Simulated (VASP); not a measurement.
A run of VASP 6.6.1 is set up as follows.

Contents of INCAR:

```
PREC = Accurate
ENCUT = 600
EDIFF = 1E-6
ISMEAR = 0
SIGMA = 0.1
LREAL = False
LASPH = True
NELM = 200
ALGO = Normal
ISIF = 2
LWAVE = False
LCHARG = True
GGA = PE
LELF = True
LVHAR = True
NBANDS = 21
GGA_COMPAT = False
LMAXMIX = 6
```

The input KPOINTS:

```
Automatic mesh
0
Gamma
  6 6 4
```

File POSCAR:

```
LaYO
1.0
    3.3462961500      0.0000000000      0.0000000000
    0.0000000000      3.3462961500      0.0000000000
    0.0000000000      0.0000000000      5.8333961100
La Y O
1 1 1
Direct
    0.0000000000      0.0000000000      0.4912047300
    0.0000000000      0.0000000000      0.9624605100
    0.5000000000      0.5000000000      0.3813830200
```

Potentials or basis: VASP PAW PBE potentials, release 64 (La, Y_sv, O).

Command:

```console
$ cat potpaw_PBE.64/La/POTCAR potpaw_PBE.64/Y_sv/POTCAR potpaw_PBE.64/O/POTCAR > POTCAR
$ mpirun -np 1 vasp_std > vasp.out
```

Estimate the pressure.

8.7 GPa.

What does it give for the band gap on the k mesh?

Zero (band 14 reaches 7.30 eV, above the bottom of band 15 at 6.36 eV).

Predict the largest force.

1.331 eV/Å.

Forces in eV/Å, atoms in the order of the input:
```
La   0.000  0.000 -0.451
Y    0.000  0.000  1.331
O    0.000  0.000 -0.880
```

Caveat: spin-orbit coupling is left out, which moves the levels of the heavy elements; forces of over 1 eV/Å act on the atoms, so gaps and moduli don't describe the material at rest.
